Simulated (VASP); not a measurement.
A run of VASP 6.6.1 is set up as follows.

File INCAR:

```
ALGO = Normal ; EDIFF = 1E-6
ENCUT = 520 ; ISIF = 2
ISMEAR = 0 ; LASPH = True
LCHARG = False ; LREAL = False
LWAVE = False ; NBANDS = 18
NELM = 80 ; PREC = Accurate
SIGMA = 0.05
```

File KPOINTS:

```
k-points
0
Gamma
  9 9 6
```

File POSCAR:

```
LiF
1.0
    2.9691116230      0.0000000000      0.0000000000
   -1.4845558115      2.5713260922      0.0000000000
    0.0000000000      0.0000000000      4.7352147014
Li F
2 2
Direct
    0.3333333333      0.6666666667      0.3811542600
    0.6666666667      0.3333333333      0.8811542600
    0.3333333333      0.6666666667      0.9938437400
    0.6666666667      0.3333333333      0.4938437400
```

Potentials or basis: VASP PAW LDA potentials, release 64 (Li_sv, F).

The run is started by

```console
$ cat potpaw_LDA.64/Li_sv/POTCAR potpaw_LDA.64/F/POTCAR > POTCAR
$ mpirun -np 1 vasp_std > vasp.out
```

Task: Predict the largest force.

Result: 0.075 eV/Å.

Task: What does it give for the band gap on the k mesh?

Result: 8.03 eV.

Forces in eV/Å, atoms in the order of the input:
```
Li   0.000  0.000 -0.075
Li   0.000  0.000 -0.075
F    0.000  0.000  0.075
F    0.000  0.000  0.075
```

Caveat: the cell differs from its parent crystal (strain -0.030 along x and y, -0.015 along z); an odd mesh through Γ misses points on the zone boundary, where band edges can lie.
